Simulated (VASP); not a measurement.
# TePb (F-43m) in VASP: a series of runs

TePb is run at these levels: PBEsol; tasks: single point.

All numbers are computed with VASP 6.6.1; they aren't measurements. Logs are shortened: lines on timing, memory, paths and dates and some standing lists are left out, and cuts for length are marked.

**1. The cell of the first run**

The structure is cubic, space group F-43m (No. 216). Conventional cell: a = 7.108 Å, b = 7.108 Å, c = 7.108 Å, α = 90.00°, β = 90.00°, γ = 90.00°. Pb (site symmetry -43m) has 4 Te at 3.08 Å within 4.1 Å. Te (site symmetry -43m) has 4 Pb at 3.08 Å within 4.1 Å.

**2. Single point, PBEsol (44.90 Å³/atom)**

Contents of INCAR:

```
SYSTEM = TePb
  PREC = Accurate
  ENCUT = 500
  EDIFF = 1E-6
  ISMEAR = 0
  SIGMA = 0.05
  LREAL = .False.
  LASPH = .True.
  NELM = 120
  ALGO = Normal
  ISIF = 2
  LWAVE = .False.
  LCHARG = .True.
  GGA = PS
  LELF = .True.
  LVHAR = .True.
  NBANDS = 17
  GGA_COMPAT = .False.
```

Contents of KPOINTS:

```
regular mesh
0
Gamma
  8 8 8
  0 0 0
```

Contents of POSCAR:

```
TePb
1.0
    0.0000000000      3.5542130113      3.5542130113
    3.5542130113      0.0000000000      3.5542130113
    3.5542130113      3.5542130113      0.0000000000
Pb Te
1 1
Direct
    0.0000000000      0.0000000000      0.0000000000
    0.2500000000      0.2500000000      0.2500000000
```

Potentials or basis: VASP PAW PBE potentials, release 64 (Pb_d, Te).

Command:

```console
$ cat potpaw_PBE.64/Pb_d/POTCAR potpaw_PBE.64/Te/POTCAR > POTCAR
$ mpirun -np 1 vasp_std > vasp.out
```

OUTCAR:

```text
SYSTEM = TePb
   PREC = Accurate
   ENCUT = 500
   EDIFF = 1E-6
   ISMEAR = 0
   LREAL = .False.
   LASPH = .True.
   NELM = 120
   ISIF = 2
   GGA = PS

 ion  position               nearest neighbor table
   1  0.000  0.000  0.000-   2 3.08   2 3.08   2 3.08   2 3.08
   2  0.250  0.250  0.250-   1 3.08   1 3.08   1 3.08   1 3.08

  LATTYP: Found a face centered cubic cell.
 ALAT       =     7.1084260226

  Lattice vectors:

 A1 = (   0.0000000000,   3.5542130113,   3.5542130113)
 A2 = (   3.5542130113,   0.0000000000,   3.5542130113)
 A3 = (   3.5542130113,   3.5542130113,   0.0000000000)

Analysis of symmetry for initial positions (statically):
=====================================================================
 Subroutine PRICEL returns:
 Original cell was already a primitive cell.

 Routine SETGRP: Setting up the symmetry group for a
 face centered cubic supercell.

 Subroutine GETGRP returns: Found 24 space group operations
 (whereof 24 operations were pure point group operations)
 out of a pool of 48 trial point group operations.

The static configuration has the point symmetry T_d .

Analysis of symmetry for dynamics (positions and initial velocities):
=====================================================================
 Subroutine PRICEL returns:
 Original cell was already a primitive cell.

 Routine SETGRP: Setting up the symmetry group for a
 face centered cubic supercell.

 Subroutine GETGRP returns: Found 24 space group operations
 (whereof 24 operations were pure point group operations)
 out of a pool of 48 trial point group operations.

The dynamic configuration has the point symmetry T_d .

 Subroutine INISYM returns: Found 24 space group operations
 (whereof 24 operations are pure point group operations),
 and found     1 'primitive' translations

----------------------------------------------------------------------------------------

                                     Primitive cell

  volume of cell :      89.7967

  direct lattice vectors                    reciprocal lattice vectors
     0.000000000  3.554213011  3.554213011    -0.140678119  0.140678119  0.140678119
     3.554213011  0.000000000  3.554213011     0.140678119 -0.140678119  0.140678119
     3.554213011  3.554213011  0.000000000     0.140678119  0.140678119 -0.140678119

  length of vectors
     5.026416244  5.026416244  5.026416244     0.243661649  0.243661649  0.243661649

  position of ions in fractional coordinates (direct lattice)
     0.000000000  0.000000000  0.000000000
     0.250000000  0.250000000  0.250000000

  ion indices of the primitive-cell ions
   primitive index   ion index
                 1           1
                 2           2

----------------------------------------------------------------------------------------

 KPOINTS: regular mesh

Automatic generation of k-mesh.
 Grid dimensions read from file:
 generate k-points for:    8    8    8

 Generating k-lattice:

  Cartesian coordinates                     Fractional coordinates (reciprocal lattice)
    -0.017584765  0.017584765  0.017584765     0.125000000  0.000000000  0.000000000
     0.017584765 -0.017584765  0.017584765     0.000000000  0.125000000  0.000000000
     0.017584765  0.017584765 -0.017584765     0.000000000  0.000000000  0.125000000

  Length of vectors
     0.030457706  0.030457706  0.030457706

  Shift w.r.t. Gamma in fractional coordinates (k-lattice)
     0.000000000  0.000000000  0.000000000

 Subroutine IBZKPT returns following result:
 ===========================================

 Found     29 irreducible k-points:

 Following reciprocal coordinates:
            Coordinates               Weight
  0.000000  0.000000  0.000000      1.000000
  0.125000  0.000000  0.000000      8.000000
  0.250000  0.000000  0.000000      8.000000
  0.375000  0.000000  0.000000      8.000000
  0.500000  0.000000  0.000000      4.000000
  0.125000  0.125000  0.000000      6.000000
[... 16 lines left out ...]
  0.500000  0.250000  0.125000     48.000000
 -0.375000  0.250000  0.125000     24.000000
 [... further k-points ...]
   k-points           NKPTS =     29   k-points in BZ     NKDIM =     29   number of bands    NBANDS=     17
   number of dos      NEDOS =    301   number of ions     NIONS =      2
   total plane-waves  NPLWV =  64000
   dimension x,y,z NGX =    40 NGY =   40 NGZ =   40
   dimension x,y,z NGXF=    80 NGYF=   80 NGZF=   80
   ions per type =               1   1
   NGX,Y,Z   is equivalent  to a cutoff of  13.23, 13.23, 13.23 a.u.
   NGXF,Y,Z  is equivalent  to a cutoff of  26.46, 26.46, 26.46 a.u.
 SYSTEM =  TePb
   PREC   = accura    normal or accurate (medium, high low for compatibility)
   ISTART =      0    job   : 0-new  1-cont  2-samecut
   ICHARG =      2    charge: 1-file 2-atom 10-const
   ISPIN  =      1    spin polarized calculation?
   LNONCOLLINEAR =      F non collinear calculations
   LSORBIT =      F    spin-orbit coupling
   LASPH  =      T    aspherical Exc in radial PAW
   ENCUT  =  500.0 eV  36.75 Ry    6.06 a.u.   9.16  9.16  9.16*2*pi/ulx,y,z
   NELM   =    120;   NELMIN=  2; NELMDL= -5     # of ELM steps
   EDIFF  = 0.1E-05   stopping-criterion for ELM
   LREAL  =      F    real-space projection
   EDIFFG = 0.1E-04   stopping-criterion for IOM
   NSW    =      0    number of steps for IOM
   IBRION =     -1    ionic relax: 0-MD 1-quasi-New 2-CG
   NFREE  =      0    steps in history (QN), initial steepest desc. (CG)
   ISIF   =      2    stress and relaxation
   ISYM   =      2    0-nonsym 1-usesym 2-fastsym
   POTIM  = 0.5000    time-step for ionic-motion
   TEBEG  =    0.0;   TEEND  =   0.0 temperature during run
   PSTRESS=    0.0 pullay stress
   NELECT =      20.0000    total number of electrons
   NUPDOWN=      -1.0000    fix difference up-down
   EMIN   =  10.00;   EMAX   =-10.00  energy-range for DOS
   EFERMI =   0.00;   METHOD = LEGACY
   ISMEAR =     0;   SIGMA  =   0.05  broadening in eV -4-tet -1-fermi 0-gaus
   EFERMI_NEDOS =   21; number of points for ismear=-14 and -15
   IALGO  =     38    algorithm
   IMIX   =      4    mixing-type and parameters
     AMIX     =   0.40;   BMIX     =  1.00
     AMIX_MAG =   1.60;   BMIX_MAG =  1.00
  volume/ion in A,a.u.               =      44.90       302.99
  Fermi-wavevector in a.u.,A,eV,Ry     =   0.992350  1.875269 13.398443  0.984758
  Thomas-Fermi vector in A             =   2.124155
   LORBIT       =      0    0 simple, 1 ext, 2 COOP (PROOUT), +10 PAW based schemes
   GGA     = PS    functional components
   LHFCALC =     F    Hartree Fock is set to
   AEXX    =    0.0000 exact exchange contribution
   IVDW    =     0    specifies the selected vdW correction
   LEPSILON=     F    determine dielectric tensor
   LRPA    =     F    only Hartree local field effects (RPA)
 non-spin polarized calculation
 Gauss-broadening in eV      SIGMA  =   0.05
  energy-cutoff  :      500.00
  volume of cell :       89.80
 maximum number of plane-waves:      2292
 NGX is ok and might be reduce to    40
   NGX = 19   NGY = 19   NGZ = 19

 number of electron      20.0000000 magnetization

 Free energy of the ion-electron system (eV)
  ---------------------------------------------------
  ext. energy  EPLUGINS =         0.00000000
  ---------------------------------------------------
  free energy    TOTEN  =        -7.68192126 eV

  energy without entropy =       -7.68192125  energy(sigma->0) =       -7.68192126

 E-fermi :   3.5289     XC(G=0):  -7.9302

 val. band max:        3.3596758478   @ k =  -0.2500   0.5000   0.2500
 cond. band min:       3.6930737952   @ k =   0.5000   0.5000   0.0000
 fundamental gap:      0.3333979474
 Fermi energy:         3.5288549157

 k-point     1 :       0.0000    0.0000    0.0000
  band No.  band energies     occupation
      1     -13.6094      2.00000
      2     -13.6094      2.00000
      3     -13.6094      2.00000
      4     -13.5739      2.00000
      5     -13.5739      2.00000
      6      -8.5258      2.00000
[... 9 lines left out ...]
     16      10.3609      0.00000
     17      11.1548      0.00000

 k-point     2 :       0.1250    0.0000    0.0000
  band No.  band energies     occupation
      1     -13.6116      2.00000
      2     -13.6084      2.00000
      3     -13.6084      2.00000
      4     -13.5740      2.00000
      5     -13.5740      2.00000
      6      -8.4341      2.00000
[... 9 lines left out ...]
     16       9.8547      0.00000
     17      10.7464      0.00000

 k-point     3 :       0.2500    0.0000    0.0000
  band No.  band energies     occupation
      1     -13.6169      2.00000
      2     -13.6059      2.00000
      3     -13.6059      2.00000
      4     -13.5738      2.00000
      5     -13.5738      2.00000
      6      -8.1826      2.00000
[... 9 lines left out ...]
     16       9.6273      0.00000
     17      10.6998      0.00000

 k-point     4 :       0.3750    0.0000    0.0000
  band No.  band energies     occupation
      1     -13.6221      2.00000
      2     -13.6038      2.00000
      3     -13.6038      2.00000
      4     -13.5733      2.00000
      5     -13.5733      2.00000
      6      -7.8659      2.00000
[... 9 lines left out ...]
     16      10.0516      0.00000
     17      10.9760      0.00000
[... 343 lines left out ...]
      1     -13.6230      2.00000
      2     -13.6032      2.00000
      3     -13.6022      2.00000
      4     -13.5755      2.00000
      5     -13.5724      2.00000
      6      -7.9646      2.00000
[... 9 lines left out ...]
     16      10.4519      0.00000
     17      11.9904      0.00000

 k-point    23 :       0.5000    0.2500    0.1250
  band No.  band energies     occupation
      1     -13.6266      2.00000
      2     -13.6019      2.00000
      3     -13.6001      2.00000
      4     -13.5751      2.00000
      5     -13.5724      2.00000
      6      -7.6671      2.00000
[... 9 lines left out ...]
     16      10.8099      0.00000
     17      11.4562      0.00000

 k-point    24 :      -0.3750    0.2500    0.1250
  band No.  band energies     occupation
      1     -13.6279      2.00000
      2     -13.6015      2.00000
      3     -13.5993      2.00000
      4     -13.5747      2.00000
      5     -13.5727      2.00000
      6      -7.5132      2.00000
[... 9 lines left out ...]
     16      10.7305      0.00000
     17      11.0987      0.00000

 [... further k-points ...]

------------------------ aborting loop because EDIFF is reached ----------------------------------------

  FORCE on cell =-STRESS in cart. coord.  units (eV):
  Direction    XX          YY          ZZ          XY          YZ          ZX
  --------------------------------------------------------------------------------------
  -------------------------------------------------------------------------------------
  Total        0.6666687      0.6666687      0.6666687      0.0000000      0.0000000     -0.0000000
  in kB       11.8948867     11.8948867     11.8948867      0.0000000      0.0000000     -0.0000000
  external PRESSURE =      11.8948867 kB  Pullay stress =       0.0000000 kB

 VOLUME and BASIS-vectors are now :
 -----------------------------------------------------------------------------
  energy-cutoff  :      500.00
  volume of cell :       89.80
      direct lattice vectors                 reciprocal lattice vectors
     0.000000000  3.554213011  3.554213011    -0.140678119  0.140678119  0.140678119
     3.554213011  0.000000000  3.554213011     0.140678119 -0.140678119  0.140678119
     3.554213011  3.554213011  0.000000000     0.140678119  0.140678119 -0.140678119

 POSITION                                       TOTAL-FORCE (eV/Angst)
 -----------------------------------------------------------------------------------
      0.00000      0.00000      0.00000        -0.000000     -0.000000     -0.000000
      1.77711      1.77711      1.77711         0.000000      0.000000      0.000000
 -----------------------------------------------------------------------------------
    total drift:                                0.000000      0.000000      0.000000

  FREE ENERGIE OF THE ION-ELECTRON SYSTEM (eV)
  ---------------------------------------------------
  free  energy   TOTEN  =        -7.6819212613 eV

  energy  without entropy=       -7.6819212543  energy(sigma->0) =       -7.68192126
```

Run time: 25 s. Hardware: 1 thread of Intel Xeon 6975P-C (Granite Rapids), shared host; peak memory 0.24 GiB.

What came out:

```
Free energy            : -7.6819 eV
Pressure               : 1.2 GPa
Band gap on the k mesh : 0.33 eV (least direct gap 1.07 eV)
```

Caveat: the PAW data sets were made with another functional, which shifts forces and pressure a little; spin-orbit coupling is left out, which moves the levels of the heavy elements. A k mesh can miss the band edges.

**3. Single point, PBEsol (45.83 Å³/atom)**

This run uses another cell than the first one, of 45.83 Å³/atom.

Contents of INCAR:

```
SYSTEM = TePb
  PREC = Accurate
  ENCUT = 500
  EDIFF = 1E-6
  ISMEAR = 0
  SIGMA = 0.05
  LREAL = .FALSE.
  LASPH = .TRUE.
  NELM = 120
  ALGO = Normal
  ISIF = 2
  LWAVE = .FALSE.
  LCHARG = .FALSE.
  GGA = PS
  NBANDS = 17
  GGA_COMPAT = .FALSE.
```

Contents of KPOINTS:

```
regular mesh
0
G
  8 8 8
  0 0 0
```

Contents of POSCAR:

```
TePb
1.0
    0.0000000000      3.5787255998      3.5787255998
    3.5787255998      0.0000000000      3.5787255998
    3.5787255998      3.5787255998      0.0000000000
Pb Te
1 1
Direct
    0.0000000000      0.0000000000      0.0000000000
    0.2500000000      0.2500000000      0.2500000000
```

Potentials or basis: VASP PAW PBE potentials, release 64 (Pb_d, Te).

Command:

```console
$ cat potpaw_PBE.64/Pb_d/POTCAR potpaw_PBE.64/Te/POTCAR > POTCAR
$ mpirun -np 1 vasp_std > vasp.out
```

Run time: 29 s. Hardware: 1 thread of Intel Xeon 6975P-C (Granite Rapids), shared host; peak memory 0.25 GiB.

The run converged. Its results:

* Free energy: -7.6925 eV
* Pressure: 0.5 GPa
* Band gap on the k mesh: 0.39 eV (least direct gap 1.09 eV)

Levels at points of the mesh, in eV from the valence-band top:
| k point | band 6 | band 7 | band 8 | band 9 | band 10 | band 11 | band 12 | band 13 | band 14 | band 15 |
| --- | --- | --- | --- | --- | --- | --- | --- | --- | --- | --- |
| (0.00, 0.00, 0.00) | -11.75 | -6.15 | -1.61 | -1.61 | -1.61 | 1.41 | 1.41 | 1.41 | 3.90 | 7.01 |
| (0.50, 0.00, 0.00) | -10.96 | -8.02 | -2.21 | -2.21 | -2.11 | 2.26 | 2.26 | 3.84 | 5.59 | 6.81 |
| (0.50, 0.50, 0.00) | -10.55 | -8.57 | -2.95 | -2.95 | -0.70 | 0.39 | 4.53 | 4.53 | 5.57 | 7.06 |

Caveat: the PAW data sets were made with another functional, which shifts forces and pressure a little; spin-orbit coupling is left out, which moves the levels of the heavy elements.

[end of part 1 of 2]
